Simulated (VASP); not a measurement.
## HfO2: single point with r2SCAN

The system is HfO2.

```
Hf O
1.0
     4.83820    0.00000    0.00000
     0.00000    4.83820    0.00000
     0.12881    0.00000    3.22035
Hf O
2 4
Direct
  0.00000 0.00000 0.00000
  0.50000 0.50000 0.50000
  0.19540 0.80545 0.49284
  0.30460 0.30545 0.00716
  0.69540 0.69455 0.99284
  0.80460 0.19455 0.50716
```

This cell differs from its parent crystal: shear of c along a, cell held: +4.0 %, then relaxed in part.

* Program: VASP 6.6.1
* Task: single point
* Functional: r2SCAN
* Potentials or basis: VASP PAW PBE potentials, release 64 (Hf_pv, O)
* Cutoff: 520 eV
* k mesh: 6 × 6 × 8
* Occupations: gaussian, width 0.02 eV
* Spin: no spin polarisation

| Property | Result |
| --- | --- |
| Pressure | -3.3 GPa |
| Largest force | 0.052 eV/Å |
| Band gap on the k mesh | 4.43 eV |

Forces on the atoms (eV/Å):
```
Hf   0.000  0.000  0.000
Hf   0.000  0.000  0.000
O   -0.034  0.036  0.014
O    0.034  0.036 -0.014
O   -0.034 -0.036  0.014
O    0.034 -0.036 -0.014
```

Stress tensor (GPa, compression positive):
```
-3.02  0.00 -4.46
 0.00 -2.82  0.00
-4.46  0.00 -3.95
```

Levels at points of the mesh, in eV from the valence-band top:
| k point | band 18 | band 19 | band 20 | band 21 | band 22 | band 23 | band 24 | band 25 | band 26 | band 27 |
| --- | --- | --- | --- | --- | --- | --- | --- | --- | --- | --- |
| (0.00, 0.00, 0.00) | -1.71 | -0.83 | -0.52 | -0.49 | 0.00 | 4.43 | 4.56 | 5.69 | 6.04 | 6.07 |
| (0.50, 0.00, 0.00) | -2.80 | -1.51 | -1.51 | -0.67 | -0.67 | 5.09 | 5.09 | 6.63 | 6.63 | 6.93 |
| (0.00, 0.50, 0.00) | -2.81 | -1.51 | -1.51 | -0.67 | -0.67 | 5.09 | 5.09 | 6.61 | 6.61 | 6.95 |
| (0.50, 0.50, 0.00) | -1.76 | -1.22 | -1.22 | -0.88 | -0.88 | 4.65 | 4.65 | 6.12 | 6.12 | 7.09 |
| (0.00, 0.00, 0.50) | -2.14 | -2.09 | -2.09 | -1.01 | -1.01 | 6.04 | 6.04 | 6.56 | 6.56 | 6.56 |
| (0.50, 0.00, 0.50) | -1.85 | -1.76 | -1.72 | -1.09 | -0.82 | 4.55 | 4.80 | 6.73 | 6.82 | 7.36 |
| (0.00, 0.50, 0.50) | -1.84 | -1.78 | -1.78 | -0.96 | -0.96 | 4.67 | 4.67 | 6.77 | 6.77 | 7.38 |
| (0.50, 0.50, 0.50) | -2.11 | -1.11 | -1.11 | -0.53 | -0.53 | 5.58 | 5.58 | 6.34 | 6.34 | 6.88 |

Run time: 28 min on 1 thread of Oxide Virtual Turin-like Processor, with other jobs on the host, peak memory 0.29 GiB.

Caveat: the cell differs from its parent crystal (shear of c along a, cell held: +4.0 %, then relaxed in part); the cell stands under tension; the PAW data sets were made with another functional, which shifts forces and pressure a little; spin-orbit coupling is left out, which moves the levels of the heavy elements. A k mesh can miss the band edges.
